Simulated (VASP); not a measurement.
C: single point with r2SCAN

The system is C.

```xyz
6
Lattice="-2.4558 0.0000 0.0000 -1.2279 -2.1268 0.0000 0.0000 0.0000 11.0572" Properties=species:S:1:pos:R:3 pbc="T T T"
C    -2.4558   -1.4179    1.7591
C    -3.6837   -2.1268    8.7973
C    -1.2279   -0.7089    5.2782
C    -2.4558   -1.4179    8.7978
C    -2.4558    0.0000    5.2787
C    -1.2279   -0.7089    1.7596
```

- Program: VASP 6.6.1
- Task: single point
- Functional: r2SCAN
- Potentials or basis: VASP PAW PBE potentials, release 64 (C)
- Cutoff: 520 eV
- k mesh: 15 × 15 × 3
- Occupations: gaussian, width 0.05 eV
- Spin: no spin polarisation

| Property | Result |
| --- | --- |
| Pressure | 0.5 GPa |
| Largest force | 0.019 eV/Å |
| Band gap on the k mesh | 0.21 eV, direct |

Forces on the atoms (eV/Å):
```
C    0.000  0.000 -0.013
C    0.000  0.000  0.019
C    0.000  0.000  0.000
C    0.000  0.000  0.013
C    0.000  0.000  0.000
C    0.000  0.000 -0.019
```

Stress tensor (GPa, compression positive):
```
 1.07  0.00  0.00
 0.00  1.07  0.00
 0.00  0.00 -0.51
```

Levels at points of the mesh, in eV from the valence-band top:
```csv
k point,band 10,band 11,band 12,band 13,band 14,band 15
"(0.00, 0.00, 0.00)",-3.12,-3.11,-3.11,3.79,6.89,7.71
```

Wall time 110 s on 1 thread of Intel(R) Xeon(R) 6975P-C (Granite Rapids), with other jobs on the host, peak memory 0.2 GiB.

Caveat: the PAW data sets were made with another functional, which shifts forces and pressure a little. A k mesh can miss the band edges.
